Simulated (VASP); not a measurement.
Runs of VASP 6.6.1 on InP. The structure is that of space group F-43m (No. 216), or close to it. The cells are those of the table. 

```csv
cell,gap on the mesh (eV),pressure (GPa)
"a = 4.052, b = 3.927 Å, angles 61.0, 58.0, 61.0°, 2 atoms",0.92,7.1
"a = 4.129, b = 4.002 Å, angles 61.0, 58.0, 61.0°, 2 atoms",0.63,2.0
"a = 4.007 Å, angles 60.0°, 2 atoms",1.05,7.2
"a = 4.091, b = 3.965 Å, angles 61.0, 58.0, 61.0°, 2 atoms",0.77,4.3
"a = 4.157 Å, angles 60.0°, 2 atoms",0.46,(b)
"a = 4.083 Å, angles 60.0°, 2 atoms",(a),2.1
"a = 4.192 Å, angles 60.0°, 2 atoms",0.32,(c)
"a = 4.046 Å, angles 60.0°, 2 atoms",0.90,4.4
```

Alike in all rows: task single point; level LDA; potentials or basis VASP PAW LDA potentials, release 64 (In_d, P); no spin polarisation; k mesh 12 × 12 × 12; cutoff (eV) 520; smearing gaussian 0.05 eV.

Estimate the missing entries.

(a) 0.75; (b) -1.7; (c) -3.3.

Caveats: spin-orbit coupling is left out, which moves the levels of the heavy elements.

A k mesh can miss the band edges, and the runs leave out spin-orbit coupling on In.
